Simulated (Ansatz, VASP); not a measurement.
## Cd in VASP and in Ansatz

File INCAR:

```
PREC = Accurate
ENCUT = 500
EDIFF = 1E-6
ISMEAR = 0
SIGMA = 0.1
LREAL = F
LASPH = T
NELM = 120
ALGO = Normal
ISIF = 2
LWAVE = F
LCHARG = F
GGA = RE
NBANDS = 19
GGA_COMPAT = F
```

The input KPOINTS:

```
Automatic mesh
0
Gamma
  6 6 4
```

Contents of POSCAR:

```
Cd
1.0
    2.9788725081      0.0000000000      0.0000000000
   -1.4894362540      2.5797792666      0.0000000000
    0.0000000000      0.0000000000      5.6176500000
Cd
2
Direct
    0.9263333333      1.1266666667      0.6440000000
    1.2596666667      0.7933333333      1.1440000000
```

Input for Ansatz:

```yaml
crystal:
  lattice:
    - [2.9788725081, 0.0, 0.0]
    - [-1.489436254, 2.5797792666, 0.0]
    - [0.0, 0.0, 5.61765]
  atoms:
    - { symbol: Cd, position: [0.9263333333, 1.1266666667, 0.644] }
    - { symbol: Cd, position: [1.2596666667, 0.7933333333, 1.144] }
basis: {}
kpoints:
  mp_grid: { grid: [6, 6, 4] }
hamiltonian:
  xc: revpbe
scf:
  occupations: { method: gaussian, width: 0.1 }
  n_extra_bands: 8
output:
  forces: true
  stress: true
  eigenvalues: true
```

Alike in both runs: task single point; functional revPBE; k mesh 6 × 6 × 4; occupations gaussian, width 0.1 eV; no spin polarisation.

```csv
,VASP,Ansatz
version,VASP 6.6.1,Ansatz 0.2.0
potentials or method,"VASP PAW PBE potentials, release 64 (Cd)","scalar-relativistic, plane waves, PAW"
plane-wave cutoff (eV),500,420
valence electrons in the cell,24,40
```

Ansatz gave:

* gap on the k mesh at the Fermi level (eV): none
* pressure (GPa): 5.9
* traceless stress, the component that is largest in VASP (GPa): -0.80

**Question.** Which values does VASP return?

**Answer.** gap on the k mesh at the Fermi level (eV): none; pressure (GPa): 6.2; traceless stress, the component that is largest in VASP (GPa): -0.93.

VASP's potentials were made for PBE, not for revPBE. A gap of «none» marks a metal or a gap that the smearing closes. VASP's potentials hold 24 valence electrons a cell and Ansatz's 40, so a difference there can come from the potentials and not from the codes.

The k mesh is coarse, so the values compare programs but aren't converged.
